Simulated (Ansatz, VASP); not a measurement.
Two plane-wave programs on LaF5

```xyz
6
Lattice="4.9459 0.0000 0.0000 -2.4730 4.2833 0.0000 0.0000 0.0000 4.6861" Properties=species:S:1:pos:R:3 pbc="T T T"
La    0.0000    2.8555    2.3430
F     3.7268    0.7039    2.3430
F     2.4730    2.8756    2.3430
F     1.2191    0.7039    2.3430
F     0.0000    2.8555    0.0000
F     2.4730    1.4278    0.0000
```

Alike in both runs: functional PBE; k mesh 12 × 12 × 8; occupations gaussian, width 0.1 eV; no spin polarisation.

Ansatz relaxed the structure, and its values are those at the end. VASP's run is a single point on that final structure, the one shown.

|  | VASP | Ansatz |
| --- | --- | --- |
| version | VASP 6.6.1 | Ansatz 0.2.0 |
| potentials or method | VASP PAW PBE potentials, release 64 (La, F), cutoff 520 eV | scalar-relativistic, plane waves, PAW |
| valence electrons in the cell | 46 | 46 |

|  | VASP | Ansatz | Ansatz less VASP |
| --- | --- | --- | --- |
| gap on the k mesh at the Fermi level (eV) | none | none | - |
| pressure (GPa) | -0.4 | 0.0 | +0.40 |

A gap of «none» marks a metal or a gap that the smearing closes. The functional is the same, so the differences come from potentials, cutoffs and numerics.

Neither program's run includes spin-orbit coupling.
